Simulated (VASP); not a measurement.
Set up this calculation in VASP 6.6.1, as the native input.

* Task: single point
* Functional: r2SCAN
* Potentials or basis: VASP PAW PBE potentials, release 64 (Te)
* Cutoff: 520 eV
* k mesh: 10 × 10 × 8
* Occupations: fermi-dirac, width 0.1 eV
* Spin: no spin polarisation
* Dipole correction: no
* Further INCAR settings: ALGO = Normal; EDIFF = 1e-07; NBANDS = 13

The system is Te.

```
Te
1.0
     3.89125    0.00000    0.00000
    -1.94563    3.36992    0.00000
     0.00000    0.00000    4.20453
Te
2
Direct
  0.33333 0.66667 0.25000
  0.66667 0.33333 0.75000
```

This cell differs from its parent crystal: volume scaled by 0.88.

The input as run:

POSCAR

```
Te
1.0
    3.8912516749      0.0000000000      0.0000000000
   -1.9456258374      3.3699228030      0.0000000000
    0.0000000000      0.0000000000      4.2045343398
Te
2
Direct
    0.3333333333      0.6666666667      0.2500000000
    0.6666666667      0.3333333333      0.7500000000
```

INCAR.step1

```
ALGO     = Normal         # electronic algorithm
EDIFF    = 1E-4           # SCF threshold, eV
ENCUT    = 520            # plane-wave cutoff, eV
GGA      = PE             # functional
ISMEAR   = -1             # smearing method
LASPH    = True           # aspherical terms in the spheres
LCHARG   = False          # write CHGCAR
LREAL    = False          # projectors in reciprocal space
LWAVE    = True           # write WAVECAR
NBANDS   = 13             # bands
NELM     = 60             # most SCF steps
PREC     = Accurate       # precision mode
SIGMA    = 0.1            # smearing width, eV
```

INCAR.step2

```
ALGO     = Normal         # electronic algorithm
EDIFF    = 1E-7           # SCF threshold, eV
ENCUT    = 520            # plane-wave cutoff, eV
ISIF     = 2              # what is computed and relaxed
ISMEAR   = -1             # smearing method
ISTART   = 1            
LASPH    = True           # aspherical terms in the spheres
LCHARG   = True           # write CHGCAR
LELF     = True           # ELF
LMIXTAU  = True         
LREAL    = False          # projectors in reciprocal space
LVHAR    = True         
LWAVE    = False          # write WAVECAR
METAGGA  = R2SCAN         # meta-GGA
NBANDS   = 13             # bands
NELM     = 60             # most SCF steps
PREC     = Accurate       # precision mode
SIGMA    = 0.1            # smearing width, eV
```

KPOINTS

```
k-points
0
Gamma
  10 10 8
```

Potentials or basis: VASP PAW PBE potentials, release 64 (Te).

Launch:

```console
$ cat potpaw_PBE.64/Te/POTCAR > POTCAR
$ cp INCAR.step1 INCAR
$ mpirun -np 1 vasp_std > vasp.out
$ cp INCAR.step2 INCAR
$ mpirun -np 1 vasp_std > vasp.out
```

Results of the run:

```json
{
 "Pressure": "8.9 GPa",
 "Band gap on the k mesh": "zero (band 6 reaches 9.47 eV, above the bottom of band 7 at 7.53 eV)"
}
```

Caveat: the PAW data sets were made with another functional, which shifts forces and pressure a little; spin-orbit coupling is left out, which moves the levels of the heavy elements.

Run time: 2.7 min on 1 thread of AMD EPYC 7R13 Processor (Zen 3), on a shared host, peak memory 0.16 GiB.
